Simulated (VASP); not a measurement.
# Be3Hg (Pm-3m) in VASP: a series of runs, part 2 of 2

VASP 6.6.1. The steps go on from the part before.

## Step 3: Relaxation of cell and atoms, PBE

This run uses another cell than the first one, of 11.68 Å³/atom, 1.003 times its volume.

INCAR

```
SYSTEM = Be3Hg
ALGO = Normal
EDIFF = 1E-7
EDIFFG = -0.01
ENCUT = 600
GGA = PE
IBRION = 2
ISIF = 3
ISMEAR = 0
LASPH = .True.
LCHARG = .False.
LREAL = .False.
LWAVE = .False.
NELM = 60
NSW = 100
PREC = Accurate
SIGMA = 0.1
```

KPOINTS

```
k-points
0
Gamma
  14 14 14
  0 0 0
```

POSCAR

```
Be3Hg
1.0
    3.6020764540      0.0000000000      0.0000000000
    0.0000000000      3.6020764540      0.0000000000
    0.0000000000      0.0000000000      3.6020764540
Be Hg
3 1
Direct
    0.0000000000      0.5000000000      0.5000000000
    0.5000000000      0.0000000000      0.5000000000
    0.5000000000      0.5000000000      0.0000000000
    0.0000000000      0.0000000000      0.0000000000
```

Potentials or basis: VASP PAW PBE potentials, release 64 (Be, Hg).

Launch:

```sh
cat potpaw_PBE.64/Be/POTCAR potpaw_PBE.64/Hg/POTCAR > POTCAR
mpirun -np 1 vasp_std > vasp.out
```

OUTCAR:

```text
SYSTEM = Be3Hg
   EDIFF = 1E-7
   EDIFFG = -0.01
   ENCUT = 600
   GGA = PE
   IBRION = 2
   ISIF = 3
   ISMEAR = 0
   LASPH = .True.
   LREAL = .False.
   NELM = 60
   NSW = 100
   PREC = Accurate

 ion  position               nearest neighbor table
   1  0.000  0.500  0.500-   4 2.55   4 2.55   4 2.55   4 2.55
   2  0.500  0.000  0.500-   4 2.55   4 2.55   4 2.55   4 2.55
   3  0.500  0.500  0.000-   4 2.55   4 2.55   4 2.55   4 2.55
   4  0.000  0.000  0.000-   1 2.55   2 2.55   3 2.55   1 2.55   2 2.55   1 2.55   3 2.55   1 2.55
                             2 2.55   3 2.55   2 2.55   3 2.55

  LATTYP: Found a simple cubic cell.
 ALAT       =     3.6020764540

  Lattice vectors:

 A1 = (   3.6020764540,   0.0000000000,   0.0000000000)
 A2 = (   0.0000000000,   3.6020764540,   0.0000000000)
 A3 = (   0.0000000000,   0.0000000000,   3.6020764540)

Analysis of symmetry for initial positions (statically):
=====================================================================
 Subroutine PRICEL returns:
 Original cell was already a primitive cell.

 Routine SETGRP: Setting up the symmetry group for a
 simple cubic supercell.

 Subroutine GETGRP returns: Found 48 space group operations
 (whereof 48 operations were pure point group operations)
 out of a pool of 48 trial point group operations.

The static configuration has the point symmetry O_h .

Analysis of symmetry for dynamics (positions and initial velocities):
=====================================================================
 Subroutine PRICEL returns:
 Original cell was already a primitive cell.

 Routine SETGRP: Setting up the symmetry group for a
 simple cubic supercell.

 Subroutine GETGRP returns: Found 48 space group operations
 (whereof 48 operations were pure point group operations)
 out of a pool of 48 trial point group operations.

The dynamic configuration has the point symmetry O_h .

 Subroutine INISYM returns: Found 48 space group operations
 (whereof 48 operations are pure point group operations),
 and found     1 'primitive' translations

----------------------------------------------------------------------------------------

                                     Primitive cell

  volume of cell :      46.7368

  direct lattice vectors                    reciprocal lattice vectors
     3.602076454  0.000000000  0.000000000     0.277617650  0.000000000  0.000000000
     0.000000000  3.602076454  0.000000000     0.000000000  0.277617650  0.000000000
     0.000000000  0.000000000  3.602076454     0.000000000  0.000000000  0.277617650

  length of vectors
     3.602076454  3.602076454  3.602076454     0.277617650  0.277617650  0.277617650

  position of ions in fractional coordinates (direct lattice)
     0.000000000  0.500000000  0.500000000
     0.500000000  0.000000000  0.500000000
     0.500000000  0.500000000  0.000000000
     0.000000000  0.000000000  0.000000000

  ion indices of the primitive-cell ions
   primitive index   ion index
                 1           1
                 2           2
                 3           3
                 4           4

----------------------------------------------------------------------------------------

 KPOINTS: k-points

[... 53 lines left out ...]
   dimension x,y,z NGXF=    60 NGYF=   60 NGZF=   60
   ions per type =               3   1
   NGX,Y,Z   is equivalent  to a cutoff of  13.85, 13.85, 13.85 a.u.
   NGXF,Y,Z  is equivalent  to a cutoff of  27.69, 27.69, 27.69 a.u.
 SYSTEM =  Be3Hg
   PREC   = accura    normal or accurate (medium, high low for compatibility)
   ISTART =      0    job   : 0-new  1-cont  2-samecut
   ICHARG =      2    charge: 1-file 2-atom 10-const
   ISPIN  =      1    spin polarized calculation?
   LNONCOLLINEAR =      F non collinear calculations
   LSORBIT =      F    spin-orbit coupling
   LASPH  =      T    aspherical Exc in radial PAW
   ENCUT  =  600.0 eV  44.10 Ry    6.64 a.u.   7.19  7.19  7.19*2*pi/ulx,y,z
   NELM   =     60;   NELMIN=  2; NELMDL= -5     # of ELM steps
   EDIFF  = 0.1E-06   stopping-criterion for ELM
   LREAL  =      F    real-space projection
   EDIFFG = -.1E-01   stopping-criterion for IOM
   NSW    =    100    number of steps for IOM
   IBRION =      2    ionic relax: 0-MD 1-quasi-New 2-CG
   NFREE  =      1    steps in history (QN), initial steepest desc. (CG)
   ISIF   =      3    stress and relaxation
   ISYM   =      2    0-nonsym 1-usesym 2-fastsym
   POTIM  = 0.5000    time-step for ionic-motion
   TEBEG  =    0.0;   TEEND  =   0.0 temperature during run
   PSTRESS=    0.0 pullay stress
   NELECT =      18.0000    total number of electrons
   NUPDOWN=      -1.0000    fix difference up-down
   EMIN   =  10.00;   EMAX   =-10.00  energy-range for DOS
   EFERMI =   0.00;   METHOD = LEGACY
   ISMEAR =     0;   SIGMA  =   0.10  broadening in eV -4-tet -1-fermi 0-gaus
   EFERMI_NEDOS =   21; number of points for ismear=-14 and -15
   IALGO  =     38    algorithm
   IMIX   =      4    mixing-type and parameters
     AMIX     =   0.40;   BMIX     =  1.00
     AMIX_MAG =   1.60;   BMIX_MAG =  1.00
  volume/ion in A,a.u.               =      11.68        78.85
  Fermi-wavevector in a.u.,A,eV,Ry     =   1.191094  2.250841 19.302655  1.418705
  Thomas-Fermi vector in A             =   2.327164
   LORBIT       =      0    0 simple, 1 ext, 2 COOP (PROOUT), +10 PAW based schemes
   GGA     = PE    functional components
   LHFCALC =     F    Hartree Fock is set to
   AEXX    =    0.0000 exact exchange contribution
   IVDW    =     0    specifies the selected vdW correction
   LEPSILON=     F    determine dielectric tensor
   LRPA    =     F    only Hartree local field effects (RPA)
 conjugate gradient relaxation of ions
 non-spin polarized calculation
 Gauss-broadening in eV      SIGMA  =   0.10
  energy-cutoff  :      600.00
  volume of cell :       46.74
 maximum number of plane-waves:      1596
 NGX is ok and might be reduce to    30
   NGX = 15   NGY = 15   NGZ = 15

 number of electron      18.0000003 magnetization

 Free energy of the ion-electron system (eV)
  ---------------------------------------------------
  ext. energy  EPLUGINS =         0.00000000
  ---------------------------------------------------
  free energy    TOTEN  =        -9.68794188 eV

  energy without entropy =       -9.68559259  energy(sigma->0) =       -9.68676724

 E-fermi :   6.0301     XC(G=0): -10.9518

 val. band max:        5.9953168393   @ k =   0.5000   0.1429   0.0714
 cond. band min:       6.0736236215   @ k =   0.5000   0.5000   0.2857
 fundamental gap:      0.0783067822
 Fermi energy:         6.0300520369

 k-point     1 :       0.0000    0.0000    0.0000
  band No.  band energies     occupation
      1      -5.4640      2.00000
      2      -3.2704      2.00000
      3      -3.2704      2.00000
      4      -2.4381      2.00000
      5      -2.4381      2.00000
      6      -2.4381      2.00000
      7       3.8749      2.00000
      8       3.8749      2.00000
      9       3.8749      2.00000
     10       7.8033      0.00000
     11      10.3902      0.00000
     12      10.3902      0.00000
     13      11.8825      0.00000
[... 354 lines left out ...]
  band No.  band energies     occupation
      1      -3.9609      2.00000
      2      -3.2499      2.00000
      3      -2.9994      2.00000
      4      -2.8300      2.00000
      5      -2.5973      2.00000
      6      -2.4432      2.00000
      7       0.4647      2.00000
      8       3.4565      2.00000
      9       6.5671      0.00000
     10       6.6019      0.00000
     11       9.9461      0.00000
     12      10.5433      0.00000
     13      11.7424      0.00000

 [... further k-points ...]

------------------------ aborting loop because EDIFF is reached ----------------------------------------

  FORCE on cell =-STRESS in cart. coord.  units (eV):
  Direction    XX          YY          ZZ          XY          YZ          ZX
  --------------------------------------------------------------------------------------
  -------------------------------------------------------------------------------------
  Total        0.0118545      0.0118545      0.0118545     -0.0000000      0.0000000     -0.0000000
  in kB        0.4063840      0.4063840      0.4063840     -0.0000000      0.0000000     -0.0000000
  external PRESSURE =       0.4063840 kB  Pullay stress =       0.0000000 kB

 VOLUME and BASIS-vectors are now :
 -----------------------------------------------------------------------------
  energy-cutoff  :      600.00
  volume of cell :       46.74
      direct lattice vectors                 reciprocal lattice vectors
     3.602076454  0.000000000  0.000000000     0.277617650  0.000000000  0.000000000
     0.000000000  3.602076454  0.000000000     0.000000000  0.277617650  0.000000000
     0.000000000  0.000000000  3.602076454     0.000000000  0.000000000  0.277617650

 POSITION                                       TOTAL-FORCE (eV/Angst)
 -----------------------------------------------------------------------------------
      0.00000      1.80104      1.80104         0.000000      0.000000      0.000000
      1.80104      0.00000      1.80104         0.000000      0.000000      0.000000
      1.80104      1.80104      0.00000         0.000000      0.000000      0.000000
      0.00000      0.00000      0.00000         0.000000      0.000000      0.000000
 -----------------------------------------------------------------------------------
    total drift:                                0.000000     -0.000000      0.000000

  FREE ENERGIE OF THE ION-ELECTRON SYSTEM (eV)
  ---------------------------------------------------
  free  energy   TOTEN  =        -9.6879418812 eV

  energy  without entropy=       -9.6855925900  energy(sigma->0) =       -9.68676724

 reached required accuracy - stopping structural energy minimisation
```

OSZICAR:

```text
N       E                     dE             d eps       ncg     rms          rms(c)
DAV:   1     0.969961118925E+02    0.96996E+02   -0.93512E+03  3136   0.142E+03
DAV:   2    -0.736917175694E+01   -0.10437E+03   -0.98086E+02  3270   0.293E+02
DAV:   3    -0.110185954340E+02   -0.36494E+01   -0.35607E+01  4090   0.559E+01
DAV:   4    -0.110398281431E+02   -0.21233E-01   -0.21215E-01  3455   0.448E+00
DAV:   5    -0.110399921569E+02   -0.16401E-03   -0.16398E-03  4054   0.349E-01    0.910E+00
DAV:   6    -0.972460848878E+01    0.13154E+01   -0.44252E+00  3760   0.335E+01    0.760E+00
DAV:   7    -0.970977926659E+01    0.14829E-01   -0.40952E-01  3420   0.705E+00    0.372E+00
DAV:   8    -0.968925947013E+01    0.20520E-01   -0.15544E-02  3860   0.167E+00    0.502E-01
DAV:   9    -0.968797560069E+01    0.12839E-02   -0.20030E-03  3730   0.689E-01    0.690E-02
DAV:  10    -0.968795725557E+01    0.18345E-04   -0.26746E-04  3545   0.167E-01    0.622E-02
DAV:  11    -0.968794262413E+01    0.14631E-04   -0.20740E-05  3780   0.539E-02    0.173E-02
DAV:  12    -0.968794193544E+01    0.68869E-06   -0.46707E-06  3705   0.199E-02    0.987E-04
DAV:  13    -0.968794188115E+01    0.54283E-07   -0.15244E-07  2625   0.382E-03
   1 F= -.96879419E+01 E0= -.96867672E+01  d E =-.968794E+01
```

Wall time 63 s (1 thread of Intel Xeon Platinum 8259CL at 2.50GHz (Skylake/Cascade Lake), shared host); peak memory 0.24 GiB.

What came out:

```yaml
Free_energy: -9.6879 eV
Pressure_after_relaxing: 0.0 GPa
Band_gap_on_the_k_mesh: zero (band 9 reaches 7.18 eV, above the bottom of band 10 at 2.74 eV)
```

Final structure:
```cif
data_structure
_symmetry_space_group_name_H-M 'P 1'
_symmetry_Int_Tables_number 1
_cell_length_a 3.6021
_cell_length_b 3.6021
_cell_length_c 3.6021
_cell_angle_alpha 90.000
_cell_angle_beta 90.000
_cell_angle_gamma 90.000
_cell_volume 46.74
loop_
_atom_site_label
_atom_site_type_symbol
_atom_site_fract_x
_atom_site_fract_y
_atom_site_fract_z
_atom_site_occupancy
Be1 Be 0.00000 0.50000 0.50000 1
Be2 Be 0.50000 0.00000 0.50000 1
Be3 Be 0.50000 0.50000 0.00000 1
Hg1 Hg 0.00000 0.00000 0.00000 1
```

Caveat: the relaxation stopped at its first step, so nothing moved; spin-orbit coupling is left out, which moves the levels of the heavy elements.
